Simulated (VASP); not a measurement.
# InAs (I-4m2) in VASP: single point with PBEsol

Aim: the single point of InAs with PBEsol.

Program: VASP 6.6.1. These are calculated values, not measurements. Logs are shortened: lines on timing, memory, paths and dates and some standing lists are left out, and cuts for length are marked.

## 1. The cell of the first run

Symmetry: I-4m2, No. 119, tetragonal system. Conventional cell: a = 4.208 Å, b = 4.208 Å, c = 6.248 Å, α = 90.00°, β = 90.00°, γ = 90.00°. In (site symmetry -4m2) has 4 As at 2.62 Å within 3.5 Å. As (site symmetry -4m2) has 4 In at 2.62 Å within 3.5 Å.

## 2. Single point, PBEsol

Contents of INCAR:

```
SYSTEM = InAs
PREC     = Accurate       ! precision mode
ENCUT    = 520            ! plane-wave cutoff, eV
EDIFF    = 1E-7           ! SCF threshold, eV
ISMEAR   = 0              ! smearing method
SIGMA    = 0.15           ! smearing width, eV
LREAL    = .FALSE.        ! projectors in reciprocal space
LASPH    = .TRUE.         ! aspherical terms in the spheres
NELM     = 80             ! most SCF steps
ALGO     = Normal         ! electronic algorithm
ISIF     = 2              ! what is computed and relaxed
LWAVE    = .FALSE.        ! write WAVECAR
LCHARG   = .FALSE.        ! write CHGCAR
GGA      = PS             ! functional
NBANDS   = 16             ! bands
```

Contents of KPOINTS:

```
Automatic mesh
0
G
  16 16 16
  0 0 0
```

Contents of POSCAR:

```
InAs
1.0
    0.0000000000      2.9752172759      3.1239781397
    2.9752172759      0.0000000000      3.1239781397
    2.9752172759      2.9752172759      0.0000000000
In As
1 1
Direct
    0.0000000000      0.0000000000      0.0000000000
    0.7500000000      0.7500000000      0.7500000000
```

Potentials or basis: VASP PAW PBE potentials, release 64 (In_d, As).

On the command line:

```
cat potpaw_PBE.64/In_d/POTCAR potpaw_PBE.64/As/POTCAR > POTCAR
mpirun -np 1 vasp_std > vasp.out
```

OUTCAR:

```text
SYSTEM = InAs
   PREC = Accurate
   ENCUT = 520
   EDIFF = 1E-7
   ISMEAR = 0
   LREAL = .FALSE.
   LASPH = .TRUE.
   NELM = 80
   ISIF = 2
   GGA = PS

 ion  position               nearest neighbor table
   1  0.000  0.000  0.000-   2 2.62   2 2.62   2 2.62   2 2.62
   2  0.750  0.750  0.750-   1 2.62   1 2.62   1 2.62   1 2.62

  LATTYP: Found a body centered tetragonal cell.
 ALAT       =     4.2075926226
 C/A-ratio  =     1.4849242405

  Lattice vectors:

 A1 = (  -2.9752172759,   0.0000000000,   3.1239781397)
 A2 = (   2.9752172759,   0.0000000000,   3.1239781397)
 A3 = (   0.0000000000,   2.9752172759,  -3.1239781397)

Analysis of symmetry for initial positions (statically):
=====================================================================
 Subroutine PRICEL returns:
 Original cell was already a primitive cell.

 Routine SETGRP: Setting up the symmetry group for a
 body centered tetragonal supercell.

 Subroutine GETGRP returns: Found  8 space group operations
 (whereof  8 operations were pure point group operations)
 out of a pool of 16 trial point group operations.

The static configuration has the point symmetry D_2d.

Analysis of symmetry for dynamics (positions and initial velocities):
=====================================================================
 Subroutine PRICEL returns:
 Original cell was already a primitive cell.

 Routine SETGRP: Setting up the symmetry group for a
 body centered tetragonal supercell.

 Subroutine GETGRP returns: Found  8 space group operations
 (whereof  8 operations were pure point group operations)
 out of a pool of 16 trial point group operations.

The dynamic configuration has the point symmetry D_2d.

 Subroutine INISYM returns: Found  8 space group operations
 (whereof  8 operations are pure point group operations),
 and found     1 'primitive' translations

----------------------------------------------------------------------------------------

                                     Primitive cell

  volume of cell :      55.3064

  direct lattice vectors                    reciprocal lattice vectors
     0.000000000  2.975217276  3.123978140    -0.168054953  0.168054953  0.160052336
     2.975217276  0.000000000  3.123978140     0.168054953 -0.168054953  0.160052336
     2.975217276  2.975217276  0.000000000     0.168054953  0.168054953 -0.160052336
[... 76 lines left out ...]
   ISTART =      0    job   : 0-new  1-cont  2-samecut
   ICHARG =      2    charge: 1-file 2-atom 10-const
   ISPIN  =      1    spin polarized calculation?
   LNONCOLLINEAR =      F non collinear calculations
   LSORBIT =      F    spin-orbit coupling
   LASPH  =      T    aspherical Exc in radial PAW
   ENCUT  =  520.0 eV  38.22 Ry    6.18 a.u.   8.02  8.02  7.82*2*pi/ulx,y,z
   NELM   =     80;   NELMIN=  2; NELMDL= -5     # of ELM steps
   EDIFF  = 0.1E-06   stopping-criterion for ELM
   LREAL  =      F    real-space projection
   EDIFFG = 0.1E-05   stopping-criterion for IOM
   NSW    =      0    number of steps for IOM
   IBRION =     -1    ionic relax: 0-MD 1-quasi-New 2-CG
   NFREE  =      0    steps in history (QN), initial steepest desc. (CG)
   ISIF   =      2    stress and relaxation
   ISYM   =      2    0-nonsym 1-usesym 2-fastsym
   POTIM  = 0.5000    time-step for ionic-motion
   TEBEG  =    0.0;   TEEND  =   0.0 temperature during run
   PSTRESS=    0.0 pullay stress
   NELECT =      18.0000    total number of electrons
   NUPDOWN=      -1.0000    fix difference up-down
   EMIN   =  10.00;   EMAX   =-10.00  energy-range for DOS
   EFERMI =   0.00;   METHOD = LEGACY
   ISMEAR =     0;   SIGMA  =   0.15  broadening in eV -4-tet -1-fermi 0-gaus
   EFERMI_NEDOS =   21; number of points for ismear=-14 and -15
   IALGO  =     38    algorithm
   IMIX   =      4    mixing-type and parameters
     AMIX     =   0.40;   BMIX     =  1.00
     AMIX_MAG =   1.60;   BMIX_MAG =  1.00
  volume/ion in A,a.u.               =      27.65       186.61
  Fermi-wavevector in a.u.,A,eV,Ry     =   1.126092  2.128005 17.253320  1.268083
  Thomas-Fermi vector in A             =   2.262772
   LORBIT       =      0    0 simple, 1 ext, 2 COOP (PROOUT), +10 PAW based schemes
   GGA     = PS    functional components
   LHFCALC =     F    Hartree Fock is set to
   AEXX    =    0.0000 exact exchange contribution
   IVDW    =     0    specifies the selected vdW correction
   LEPSILON=     F    determine dielectric tensor
   LRPA    =     F    only Hartree local field effects (RPA)
 non-spin polarized calculation
 Gauss-broadening in eV      SIGMA  =   0.15
  energy-cutoff  :      520.00
  volume of cell :       55.31
 maximum number of plane-waves:      1510
   NGX = 17   NGY = 17   NGZ = 15

 number of electron      17.9999996 magnetization

 Free energy of the ion-electron system (eV)
  ---------------------------------------------------
  ext. energy  EPLUGINS =         0.00000000
  ---------------------------------------------------
  free energy    TOTEN  =        -8.47649263 eV

  energy without entropy =       -8.47638514  energy(sigma->0) =       -8.47643888

 E-fermi :   4.5755     XC(G=0):  -9.2845

 val. band max:        4.4514913655   @ k =   0.0000   0.0000   0.0000
 cond. band min:       4.9552854074   @ k =   0.0625   0.0000   0.0000
 fundamental gap:      0.5037940419
 Fermi energy:         4.5755325213

 k-point     1 :       0.0000    0.0000    0.0000
  band No.  band energies     occupation
      1      -9.9761      2.00000
      2      -9.9582      2.00000
      3      -9.9582      2.00000
      4      -9.8401      2.00000
      5      -9.8356      2.00000
      6      -7.5139      2.00000
[... 433 lines left out ...]
      3      -9.9550      2.00000
      4      -9.8417      2.00000
      5      -9.8345      2.00000
      6      -7.4015      2.00000
[... 8 lines left out ...]
     15      13.3140      0.00000
     16      13.4288      0.00000

 [... further k-points ...]
[... 5 lines left out ...]
  --------------------------------------------------------------------------------------
  -------------------------------------------------------------------------------------
  Total        0.6151106      0.6151106     -0.0197587      0.0000000      0.0000000     -0.0000000
  in kB       17.8192101     17.8192101     -0.5723932      0.0000000      0.0000000     -0.0000000
  external PRESSURE =      11.6886757 kB  Pullay stress =       0.0000000 kB

 VOLUME and BASIS-vectors are now :
 -----------------------------------------------------------------------------
  energy-cutoff  :      520.00
  volume of cell :       55.31
      direct lattice vectors                 reciprocal lattice vectors
     0.000000000  2.975217276  3.123978140    -0.168054953  0.168054953  0.160052336
     2.975217276  0.000000000  3.123978140     0.168054953 -0.168054953  0.160052336
     2.975217276  2.975217276  0.000000000     0.168054953  0.168054953 -0.160052336

 POSITION                                       TOTAL-FORCE (eV/Angst)
 -----------------------------------------------------------------------------------
      0.00000      0.00000      0.00000         0.000000     -0.000000     -0.000000
      4.46283      4.46283      4.68597        -0.000000      0.000000      0.000000
 -----------------------------------------------------------------------------------
    total drift:                                0.000000      0.000000     -0.000000

  FREE ENERGIE OF THE ION-ELECTRON SYSTEM (eV)
  ---------------------------------------------------
  free  energy   TOTEN  =        -8.4764926317 eV

  energy  without entropy=       -8.4763851356  energy(sigma->0) =       -8.47643888
```

stdout:

```text
POSCAR found type information on POSCAR InAs
 POSCAR found :  2 types and       2 ions
 scaLAPACK will be used
 -----------------------------------------------------------------------------
|                                                                             |
|                                                                             |
|     You enforced a specific xc type in the INCAR file but a different       |
|     I HOPE YOU KNOW WHAT YOU ARE DOING!                                     |
|                                                                             |
 -----------------------------------------------------------------------------

 LDA part: xc-table for (Slater+PW92), standard interpolation
 POSCAR, INCAR and KPOINTS ok, starting setup
 FFT: planning ... GRIDC
 FFT: planning ... GRID_SOFT
 FFT: planning ... GRID
 WAVECAR not read
 entering main loop
```

It took 88 s on 1 thread of Intel Xeon 6975P-C (Granite Rapids), shared host; peak memory 0.43 GiB.

Results:

```yaml
Free_energy: -8.4765 eV
Pressure: 1.2 GPa
Band_gap_on_the_k_mesh: zero (filled and empty bands touch)
```

Caveat: the PAW data sets were made with another functional, which shifts forces and pressure a little; spin-orbit coupling is left out, which moves the levels of the heavy elements.
